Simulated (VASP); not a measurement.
Here is a VASP 6.6.1 calculation.

Contents of INCAR:

```
SYSTEM = SrAl2Os
  PREC = Accurate
  ENCUT = 600
  EDIFF = 1E-6
  ISMEAR = 0
  SIGMA = 0.1
  LREAL = .False.
  LASPH = .True.
  NELM = 100
  ALGO = Normal
  ISIF = 3
  LWAVE = .False.
  LCHARG = .False.
  GGA = PE
  IBRION = 2
  NSW = 100
  EDIFFG = -0.01
```

Contents of KPOINTS:

```
Automatic mesh
0
Gamma
  18 18 6
  0 0 0
```

POSCAR

```
SrAl2Os
1.0
    3.2676704728      0.0000000000      0.0000000000
   -1.6338352364      2.8298856407      0.0000000000
    0.0000000000      0.0000000000      9.0241127469
Sr Al Os
1 2 1
Direct
    0.3333333333      0.6666666667      0.5000000000
    0.0000000000      0.0000000000      0.8099305650
    0.0000000000      0.0000000000      0.1900694350
    0.3333333333      0.6666666667      0.0000000000
```

Potentials or basis: VASP PAW PBE potentials, release 64 (Sr_sv, Al, Os).

Launch:

```bash
$ cat potpaw_PBE.64/Sr_sv/POTCAR potpaw_PBE.64/Al/POTCAR potpaw_PBE.64/Os/POTCAR > POTCAR
$ mpirun -np 1 vasp_std > vasp.out
```

Question: What does it give for the space group after relaxing (to 0.05 Å)?

Answer: P-6m2 (No. 187).

Question: What does it give for the relaxed cell?

Answer: a = 3.188 Å, b = 3.188 Å, c = 9.255 Å, α = 90.00°, β = 90.00°, γ = 120.00°.

Forces on the atoms (eV/Å):
```
Sr   0.000  0.000  0.000
Al   0.000  0.000  0.004
Al   0.000  0.000 -0.004
Os   0.000  0.000  0.000
```
